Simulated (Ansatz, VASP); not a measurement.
One calculation of SiC3, two programs

```xyz
4
Lattice="2.8377 0.0000 0.0000 -1.4188 2.4575 0.0000 0.0000 0.0000 9.1554" Properties=species:S:1:pos:R:3 pbc="T T T"
Si    1.4188    0.8192    4.5777
C     0.0000    1.6383    0.0000
C     0.0000    1.6383    4.5777
C     1.4188    0.8192    0.0000
```

Alike in both runs: functional PBE; k mesh 18 × 18 × 6; occupations gaussian, width 0.1 eV; no spin polarisation.

Ansatz relaxed the structure, and its values are those at the end. VASP's run is a single point on that final structure, the one shown.

```csv
,VASP,Ansatz
version,VASP 6.6.1,Ansatz 0.2.0
potentials or method,"VASP PAW PBE potentials, release 64 (Si, C), cutoff 520 eV","scalar-relativistic, plane waves, PAW"
valence electrons in the cell,16,16
```

```tsv
	VASP	Ansatz	Ansatz less VASP
gap on the k mesh at the Fermi level (eV)	none	none	-
pressure (GPa)	0.0	0.0	+0.03
```

A gap of «none» marks a metal or a gap that the smearing closes.
